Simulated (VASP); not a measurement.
BaHI, 6 atoms in the cell. The structure is tetragonal, space group P4/nmm (No. 129). Conventional cell: a = 4.742 Å, b = 4.742 Å, c = 7.808 Å, α = 90.00°, β = 90.00°, γ = 90.00°. Ba (site symmetry 4mm) has 4 H at 2.72 Å and 4 I at 3.60 Å within 3.6 Å. Within 3.6 Å of H (site symmetry -4m2) lie 4 Ba at 2.72 Å and 4 H at 3.35 Å and 4 I at 3.56 Å. Within 4.8 Å of I (site symmetry 4mm) lie 4 H at 3.56 Å and 6 Ba at 3.60 to 3.99 Å and 8 I at 4.19 to 4.74 Å. 

```yaml
Program: VASP 6.6.1
Task: single point
Functional: r2SCAN
Potentials_or_basis: VASP PAW PBE potentials, release 64 (Ba_sv, H, I)
Cutoff: 520 eV
k_mesh: 6 × 6 × 4
Occupations: fermi-dirac, width 0.02 eV
Spin: no spin polarisation
Dipole_correction: no
Further_INCAR_settings: ALGO = Normal; EDIFF = 1e-06; NBANDS = 27
```

Potentials or basis: VASP PAW PBE potentials, release 64 (Ba_sv, H, I).

Run with:

```sh
$ cat potpaw_PBE.64/Ba_sv/POTCAR potpaw_PBE.64/H/POTCAR potpaw_PBE.64/I/POTCAR > POTCAR
$ cp INCAR.step1 INCAR
$ mpirun -np 1 vasp_std > vasp.out
$ cp INCAR.step2 INCAR
$ mpirun -np 1 vasp_std > vasp.out
```

Hardware: 1 thread of AMD EPYC 7R13 Processor (Zen 3), with other jobs on the host.

**Question.** Estimate the wall time of this run.

**Answer.** Run time: 6.5 min on 1 thread of AMD EPYC 7R13 Processor (Zen 3), on a shared host, peak memory 0.35 GiB. Counts: k points 30.
